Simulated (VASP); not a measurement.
Wanted: the native input for a VASP 6.6.1 run.

```yaml
Task: relaxation of cell and atoms
Functional: PBEsol
Potentials_or_basis: VASP PAW PBE potentials, release 64 (Bi_d)
Cutoff: 600 eV
k_mesh: 20 × 20 × 20
Occupations: gaussian, width 0.05 eV
Spin: no spin polarisation
Target_pressure: 151 GPa
Dipole_correction: no
Further_INCAR_settings: ALGO = Fast; EDIFF = 1e-07; IBRION = 2; EDIFFG = -0.01; NSW = 80; ISIF = 3
```

The structure of Bi lies in POSCAR:

```
Bi
1.0
   -1.6528724308      1.6528724308      1.6528724308
    1.6528724308     -1.6528724308      1.6528724308
    1.6528724308      1.6528724308     -1.6528724308
Bi
1
Direct
    0.0000000000      0.0000000000      0.0000000000
```

These files were run (other wordings do the same):

INCAR

```
PREC = Accurate ; ENCUT = 600
EDIFF = 1E-7 ; ISMEAR = 0
SIGMA = 0.05 ; LREAL = F
LASPH = T ; NELM = 100
ALGO = Fast ; ISIF = 3
LWAVE = F ; LCHARG = F
GGA = PS ; IBRION = 2
NSW = 80 ; EDIFFG = -0.01
PSTRESS = 1510.0
```

KPOINTS

```
Automatic mesh
0
Gamma
  20 20 20
```

Potentials or basis: VASP PAW PBE potentials, release 64 (Bi_d).

The run is started by

```bash
$ cat potpaw_PBE.64/Bi_d/POTCAR > POTCAR
$ mpirun -np 1 vasp_std > vasp.out
```

It gave:

The relaxed volume is 16.38 Å³/atom and the relaxed cell is a = 2.771 Å, b = 2.771 Å, c = 2.771 Å, α = 109.47°, β = 109.47°, γ = 109.47°. The space group after relaxing (to 0.05 Å) is Im-3m (No. 229) and the energy change on relaxing (the enthalpy is what falls) is +1301.5 meV/atom. The ionic steps are 9 and the pressure after relaxing is 151.0 GPa.

Caveat: the cell is relaxed towards a set pressure, so the enthalpy falls and the energy may rise; the PAW data sets were made with another functional, which shifts forces and pressure a little.

It took 8.9 min on 1 thread of Intel Xeon 6975P-C (shared host), peak memory 0.24 GiB.
